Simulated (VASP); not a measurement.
# Ir in VASP: notebook

Aim: see how the results for Ir move with the level of theory and the settings. Levels: PBE, PBEsol. Tasks: single point.

All numbers are computed with VASP 6.6.1; they aren't measurements. Logs are shortened: lines on timing, memory, paths and dates and some standing lists are left out, and cuts for length are marked.

## 1. The cell of the first run

It takes space group Fm-3m (No. 225, cubic). Conventional cell: a = 3.906 Å, b = 3.906 Å, c = 3.906 Å, α = 90.00°, β = 90.00°, γ = 90.00°. Ir (site symmetry m-3m) has 12 Ir at 2.76 Å within 3.6 Å.

## 2. Single point, PBE

Contents of INCAR:

```
PREC = Accurate
ENCUT = 520
EDIFF = 1E-6
ISMEAR = -1
SIGMA = 0.05
LREAL = F
LASPH = T
NELM = 100
ALGO = Fast
ISIF = 2
LWAVE = F
LCHARG = T
GGA = PE
LELF = T
LVHAR = T
NBANDS = 10
```

Contents of KPOINTS:

```
Automatic mesh
0
Gamma
  12 12 12
```

Contents of POSCAR:

```
Ir
1.0
    0.0000000000      1.9531703226      1.9531703226
    1.9531703226      0.0000000000      1.9531703226
    1.9531703226      1.9531703226      0.0000000000
Ir
1
Direct
    0.0000000000      0.0000000000      0.0000000000
```

Potentials or basis: VASP PAW PBE potentials, release 64 (Ir).

Run with:

```
$ cat potpaw_PBE.64/Ir/POTCAR > POTCAR
$ mpirun -np 1 vasp_std > vasp.out
```

OUTCAR:

```text
PREC = Accurate
   ENCUT = 520
   EDIFF = 1E-6
   ISMEAR = -1
   LREAL = F
   LASPH = T
   NELM = 100
   ISIF = 2
   GGA = PE

 ion  position               nearest neighbor table
   1  0.000  0.000  0.000-

  LATTYP: Found a face centered cubic cell.
 ALAT       =     3.9063406452

  Lattice vectors:

 A1 = (   0.0000000000,   1.9531703226,   1.9531703226)
 A2 = (   1.9531703226,   0.0000000000,   1.9531703226)
 A3 = (   1.9531703226,   1.9531703226,   0.0000000000)

Analysis of symmetry for initial positions (statically):
=====================================================================
 Subroutine PRICEL returns:
 Original cell was already a primitive cell.

 Routine SETGRP: Setting up the symmetry group for a
 face centered cubic supercell.

 Subroutine GETGRP returns: Found 48 space group operations
 (whereof 48 operations were pure point group operations)
 out of a pool of 48 trial point group operations.

The static configuration has the point symmetry O_h .

Analysis of symmetry for dynamics (positions and initial velocities):
=====================================================================
 Subroutine PRICEL returns:
 Original cell was already a primitive cell.

 Routine SETGRP: Setting up the symmetry group for a
 face centered cubic supercell.

 Subroutine GETGRP returns: Found 48 space group operations
 (whereof 48 operations were pure point group operations)
 out of a pool of 48 trial point group operations.

The dynamic configuration has the point symmetry O_h .

 Subroutine INISYM returns: Found 48 space group operations
 (whereof 48 operations are pure point group operations),
 and found     1 'primitive' translations

----------------------------------------------------------------------------------------

                                     Primitive cell

  volume of cell :      14.9022

  direct lattice vectors                    reciprocal lattice vectors
     0.000000000  1.953170323  1.953170323    -0.255994060  0.255994060  0.255994060
     1.953170323  0.000000000  1.953170323     0.255994060 -0.255994060  0.255994060
     1.953170323  1.953170323  0.000000000     0.255994060  0.255994060 -0.255994060

  length of vectors
     2.762199960  2.762199960  2.762199960     0.443394718  0.443394718  0.443394718

  position of ions in fractional coordinates (direct lattice)
     0.000000000  0.000000000  0.000000000

  ion indices of the primitive-cell ions
   primitive index   ion index
                 1           1

----------------------------------------------------------------------------------------

 KPOINTS: Automatic mesh

Automatic generation of k-mesh.
 Grid dimensions read from file:
 generate k-points for:   12   12   12

 Generating k-lattice:

  Cartesian coordinates                     Fractional coordinates (reciprocal lattice)
    -0.021332838  0.021332838  0.021332838     0.083333333  0.000000000  0.000000000
     0.021332838 -0.021332838  0.021332838     0.000000000  0.083333333  0.000000000
     0.021332838  0.021332838 -0.021332838     0.000000000  0.000000000  0.083333333

  Length of vectors
     0.036949560  0.036949560  0.036949560

  Shift w.r.t. Gamma in fractional coordinates (k-lattice)
     0.000000000  0.000000000  0.000000000

 Subroutine IBZKPT returns following result:
 ===========================================

 Found     72 irreducible k-points:

 Following reciprocal coordinates:
            Coordinates               Weight
  0.000000  0.000000  0.000000      1.000000
  0.083333  0.000000  0.000000      8.000000
  0.166667  0.000000  0.000000      8.000000
  0.250000  0.000000  0.000000      8.000000
  0.333333  0.000000  0.000000      8.000000
  0.416667  0.000000  0.000000      8.000000
[... 16 lines left out ...]
  0.500000  0.166667  0.000000     24.000000
 -0.416667  0.166667  0.000000     24.000000
 [... further k-points ...]
   k-points           NKPTS =     72   k-points in BZ     NKDIM =     72   number of bands    NBANDS=     10
   number of dos      NEDOS =    301   number of ions     NIONS =      1
   total plane-waves  NPLWV =  13824
   dimension x,y,z NGX =    24 NGY =   24 NGZ =   24
   dimension x,y,z NGXF=    48 NGYF=   48 NGZF=   48
   ions per type =               1
   NGX,Y,Z   is equivalent  to a cutoff of  14.44, 14.44, 14.44 a.u.
   NGXF,Y,Z  is equivalent  to a cutoff of  28.89, 28.89, 28.89 a.u.
 SYSTEM =  unknown system
   PREC   = accura    normal or accurate (medium, high low for compatibility)
   ISTART =      0    job   : 0-new  1-cont  2-samecut
   ICHARG =      2    charge: 1-file 2-atom 10-const
   ISPIN  =      1    spin polarized calculation?
   LNONCOLLINEAR =      F non collinear calculations
   LSORBIT =      F    spin-orbit coupling
   LASPH  =      T    aspherical Exc in radial PAW
   ENCUT  =  520.0 eV  38.22 Ry    6.18 a.u.   5.14  5.14  5.14*2*pi/ulx,y,z
   NELM   =    100;   NELMIN=  2; NELMDL= -5     # of ELM steps
   EDIFF  = 0.1E-05   stopping-criterion for ELM
   LREAL  =      F    real-space projection
   EDIFFG = 0.1E-04   stopping-criterion for IOM
   NSW    =      0    number of steps for IOM
   IBRION =     -1    ionic relax: 0-MD 1-quasi-New 2-CG
   NFREE  =      0    steps in history (QN), initial steepest desc. (CG)
   ISIF   =      2    stress and relaxation
   ISYM   =      2    0-nonsym 1-usesym 2-fastsym
   POTIM  = 0.5000    time-step for ionic-motion
   TEBEG  =    0.0;   TEEND  =   0.0 temperature during run
   PSTRESS=    0.0 pullay stress
   NELECT =       9.0000    total number of electrons
   NUPDOWN=      -1.0000    fix difference up-down
   EMIN   =  10.00;   EMAX   =-10.00  energy-range for DOS
   EFERMI =   0.00;   METHOD = LEGACY
   ISMEAR =    -1;   SIGMA  =   0.05  broadening in eV -4-tet -1-fermi 0-gaus
   EFERMI_NEDOS =   21; number of points for ismear=-14 and -15
   IALGO  =     68    algorithm
   IMIX   =      4    mixing-type and parameters
     AMIX     =   0.40;   BMIX     =  1.00
     AMIX_MAG =   1.60;   BMIX_MAG =  1.00
  volume/ion in A,a.u.               =      14.90       100.56
  Fermi-wavevector in a.u.,A,eV,Ry     =   1.383796  2.614996 26.053697  1.914893
  Thomas-Fermi vector in A             =   2.508361
   LORBIT       =      0    0 simple, 1 ext, 2 COOP (PROOUT), +10 PAW based schemes
   GGA     = PE    functional components
   LHFCALC =     F    Hartree Fock is set to
   AEXX    =    0.0000 exact exchange contribution
   IVDW    =     0    specifies the selected vdW correction
   LEPSILON=     F    determine dielectric tensor
   LRPA    =     F    only Hartree local field effects (RPA)
 non-spin polarized calculation
 RMM-DIIS sequential band-by-band and
  energy-cutoff  :      520.00
  volume of cell :       14.90
 maximum number of plane-waves:       415
 NGX is ok and might be reduce to    24
   NGX = 11   NGY = 11   NGZ = 11

 number of electron       9.0000001 magnetization

 Free energy of the ion-electron system (eV)
  ---------------------------------------------------
  ext. energy  EPLUGINS =         0.00000000
  ---------------------------------------------------
  free energy    TOTEN  =        -8.85851171 eV

  energy without entropy =       -8.85326322  energy(sigma->0) =       -8.85588747

 E-fermi :   9.5408     XC(G=0): -13.6808

 val. band max:        9.5307860233   @ k =  -0.3333   0.3333   0.0000
 cond. band min:       9.5445109545   @ k =  -0.2500   0.0833   0.0000
 fundamental gap:      0.0137249311
 Fermi energy:         9.5408374819

 k-point     1 :       0.0000    0.0000    0.0000
  band No.  band energies     occupation
      1      -1.0414      2.00000
      2       5.9353      2.00000
      3       5.9353      2.00000
      4       5.9353      2.00000
      5       8.4061      2.00000
      6       8.4061      2.00000
      7      23.9460      0.00000
      8      29.2203      0.00000
      9      29.2203      0.00000
     10      29.2203      0.00000

 k-point     2 :       0.0833    0.0000    0.0000
  band No.  band energies     occupation
      1      -0.7513      2.00000
      2       5.7905      2.00000
      3       6.0559      2.00000
      4       6.0559      2.00000
      5       8.3346      2.00000
      6       8.3346      2.00000
      7      24.4265      0.00000
      8      27.8028      0.00000
      9      29.6847      0.00000
     10      29.6847      0.00000

 k-point     3 :       0.1667    0.0000    0.0000
  band No.  band energies     occupation
      1       0.0500      2.00000
      2       5.4957      2.00000
      3       6.3010      2.00000
      4       6.3010      2.00000
      5       8.2700      2.00000
      6       8.2700      2.00000
      7      25.4114      0.00000
      8      25.6242      0.00000
      9      30.9734      0.00000
     10      30.9734      0.00000

 k-point     4 :       0.2500    0.0000    0.0000
  band No.  band energies     occupation
      1       1.0826      2.00000
      2       5.4556      2.00000
      3       6.3479      2.00000
      4       6.3479      2.00000
      5       8.5852      2.00000
      6       8.5852      2.00000
      7      23.0630      0.00000
      8      26.0341      0.00000
      9      32.5960      0.00000
     10      32.6628      0.00000
[... 222 lines left out ...]
 k-point    22 :       0.4167    0.1667    0.0000
  band No.  band energies     occupation
      1       2.6841      2.00000
      2       5.0770      2.00000
      3       5.7170      2.00000
      4       6.9317      2.00000
      5      10.2524      0.00000
      6      10.6112      0.00000
      7      19.5315      0.00000
      8      25.5644      0.00000
      9      27.2876      0.00000
     10      29.2947      0.00000

 k-point    23 :       0.5000    0.1667    0.0000
  band No.  band energies     occupation
      1       2.7837      2.00000
      2       5.1258      2.00000
      3       6.4412      2.00000
      4       6.7125      2.00000
      5      10.4005      0.00000
      6      12.5371      0.00000
      7      16.6588      0.00000
      8      24.8359      0.00000
      9      27.3377      0.00000
     10      27.7971      0.00000

 k-point    24 :      -0.4167    0.1667    0.0000
  band No.  band energies     occupation
      1       2.8490      2.00000
      2       5.1496      2.00000
      3       6.6097      2.00000
      4       6.7608      2.00000
      5       9.9274      0.00088
      6      13.0991      0.00000
      7      16.3166      0.00000
      8      24.5790      0.00000
      9      26.6664      0.00000
     10      28.5212      0.00000

 [... further k-points ...]

------------------------ aborting loop because EDIFF is reached ----------------------------------------

  FORCE on cell =-STRESS in cart. coord.  units (eV):
  Direction    XX          YY          ZZ          XY          YZ          ZX
  --------------------------------------------------------------------------------------
  -------------------------------------------------------------------------------------
  Total       -0.8349935     -0.8349935     -0.8349935      0.0000000     -0.0000000     -0.0000000
  in kB      -89.7725026    -89.7725026    -89.7725026      0.0000000     -0.0000000     -0.0000000
  external PRESSURE =     -89.7725026 kB  Pullay stress =       0.0000000 kB

 VOLUME and BASIS-vectors are now :
 -----------------------------------------------------------------------------
  energy-cutoff  :      520.00
  volume of cell :       14.90
      direct lattice vectors                 reciprocal lattice vectors
     0.000000000  1.953170323  1.953170323    -0.255994060  0.255994060  0.255994060
     1.953170323  0.000000000  1.953170323     0.255994060 -0.255994060  0.255994060
     1.953170323  1.953170323  0.000000000     0.255994060  0.255994060 -0.255994060

 POSITION                                       TOTAL-FORCE (eV/Angst)
 -----------------------------------------------------------------------------------
      0.00000      0.00000      0.00000         0.000000      0.000000      0.000000
 -----------------------------------------------------------------------------------
    total drift:                               -0.000000      0.000000      0.000000

  FREE ENERGIE OF THE ION-ELECTRON SYSTEM (eV)
  ---------------------------------------------------
  free  energy   TOTEN  =        -8.8585117110 eV

  energy  without entropy=       -8.8532632193  energy(sigma->0) =       -8.85588747
```

Wall time 5.8 s (1 thread of Intel Xeon 6975P-C (Granite Rapids), shared host); peak memory 0.15 GiB.

Results:

* Free energy: -8.8585 eV
* Pressure: -9.0 GPa

Levels at points of the mesh, in eV from the Fermi level:
| k point | band 1 | band 2 | band 3 | band 4 | band 5 | band 6 | band 7 | band 8 | band 9 |
| --- | --- | --- | --- | --- | --- | --- | --- | --- | --- |
| (0.00, 0.00, 0.00) | -10.58 | -3.61 | -3.61 | -3.61 | -1.13 | -1.13 | 14.41 | 19.68 | 19.68 |
| (0.50, 0.00, 0.00) | -7.58 | -3.70 | -3.70 | -0.64 | 0.79 | 0.79 | 6.73 | 13.93 | 19.32 |
| (0.50, 0.50, 0.00) | -7.35 | -6.80 | 0.75 | 1.32 | 1.32 | 1.70 | 9.80 | 11.45 | 11.45 |

Caveat: spin-orbit coupling is left out, which moves the levels of the heavy elements.

(Part 1 of 2 ends here.)
